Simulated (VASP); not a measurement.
Ga2O3, 10 atoms in the cell. Symmetry: R-3c, No. 167, trigonal system. The conventional cell has a = 4.999 Å, b = 4.999 Å, c = 13.501 Å, α = 90.00°, β = 90.00°, γ = 120.00°. Ga (site symmetry 3) has 6 O at 1.93 to 2.08 Å within 2.6 Å. Within 2.9 Å of O (site symmetry 2) lie 4 Ga at 1.93 to 2.08 Å and 8 O at 2.62 to 2.85 Å. 

```yaml
Program: VASP 6.6.1
Task: relaxation of cell and atoms
Functional: PBE
Potentials_or_basis: VASP PAW PBE potentials, release 64 (Ga_d, O)
Cutoff: 600 eV
k_mesh: 6 × 6 × 6
Occupations: fermi-dirac, width 0.02 eV
Spin: no spin polarisation
Dipole_correction: no
Further_INCAR_settings: ALGO = Normal; EDIFF = 1e-07; IBRION = 2; EDIFFG = -0.005; NSW = 80; ISIF = 3
```

Potentials or basis: VASP PAW PBE potentials, release 64 (Ga_d, O).

Command:

```bash
$ cat potpaw_PBE.64/Ga_d/POTCAR potpaw_PBE.64/O/POTCAR > POTCAR
$ mpirun -np 1 vasp_std > vasp.out
```

Hardware: 1 thread of Intel(R) Xeon(R) Platinum 8488C (Sapphire Rapids), on a shared host.

Task: Estimate the wall time of this run.

Result: It took 18 min on 1 thread of Intel(R) Xeon(R) Platinum 8488C (Sapphire Rapids), on a shared host, peak memory 0.42 GiB. Counts: scf iterations 68, k points 32, ion steps 8.
